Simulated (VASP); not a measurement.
TiAs, 4 atoms in the cell. Symmetry: P6_3/mmc, No. 194, hexagonal system. Conventional cell: a = 3.567 Å, b = 3.567 Å, c = 6.016 Å, α = 90.00°, β = 90.00°, γ = 120.00°. Within 3.4 Å of Ti (site symmetry -3m) lie 6 As at 2.55 Å and 2 Ti at 3.01 Å. As (site symmetry -6m2) has 6 Ti at 2.55 Å within 3.4 Å.  This cell differs from its parent crystal: volume scaled by 0.97.

- Program: VASP 6.6.1
- Task: relaxation of shape and atoms at fixed volume
- Functional: PBEsol
- Potentials or basis: VASP PAW PBE potentials, release 64 (Ti_sv, As)
- Cutoff: 600 eV
- k mesh: 12 × 12 × 8
- Occupations: gaussian, width 0.1 eV
- Spin: no spin polarisation
- Dipole correction: no
- Further INCAR settings: ALGO = Normal; EDIFF = 1e-06; IBRION = 2; EDIFFG = -0.01; NSW = 50; ISIF = 4

Potentials or basis: VASP PAW PBE potentials, release 64 (Ti_sv, As).

Run with:

```bash
$ cat potpaw_PBE.64/Ti_sv/POTCAR potpaw_PBE.64/As/POTCAR > POTCAR
$ mpirun -np 1 vasp_std > vasp.out
```

Hardware: 1 thread of Intel(R) Xeon(R) Platinum 8488C (Sapphire Rapids) (shared host).

Problem. Estimate the wall time of this run.

Solution. Wall time 2.5 min on 1 thread of Intel(R) Xeon(R) Platinum 8488C (Sapphire Rapids), on a shared host, peak memory 0.29 GiB. Counts: scf iterations 27, k points 95, ion steps 3.
